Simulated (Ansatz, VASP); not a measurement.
CoH3: VASP beside Ansatz

```
Co H
1.0
     4.79720    0.00000    0.00000
    -2.39860    4.15450    0.00000
     0.00000    0.00000    4.44466
Co H
2 6
Direct
  0.00000 0.00000 0.10341
  0.00000 0.00000 0.60341
  0.75418 0.00000 0.85331
  0.00000 0.75418 0.85331
  0.24582 0.24582 0.85331
  0.24582 0.00000 0.35331
  0.00000 0.24582 0.35331
  0.75418 0.75418 0.35331
```

Alike in both runs: functional PBE; k mesh 3 × 3 × 3; occupations gaussian, width 0.15 eV; collinear spin.

Ansatz relaxed the structure, and its values are those at the end. VASP's run is a single point on that final structure, the one shown.

|  | VASP | Ansatz |
| --- | --- | --- |
| version | VASP 6.6.1 | Ansatz 0.2.0 |
| potentials or method | VASP PAW PBE potentials, release 64 (Co, H), cutoff 520 eV | scalar-relativistic, plane waves, PAW |
| valence electrons in the cell | 24 | 40 |

```tsv
	VASP	Ansatz	Ansatz less VASP
gap on the k mesh at the Fermi level (eV)	none	none	-
pressure (GPa)	0.1	0.4	+0.23
rms of the force components (eV/Å)	0.009	0.015	+0.0063
net moment per atom (μB)	0.17	0.17	0.000
size of the moment on the site where the two differ most (μB)	0.75	0.65	-0.099
```

Site moments also hang on the region over which each program counts them. A gap of «none» marks a metal or a gap that the smearing closes. VASP's potentials hold 24 valence electrons a cell and Ansatz's 40, so a difference there can come from the potentials and not from the codes.

The k mesh is coarse, so the values compare programs but aren't converged.
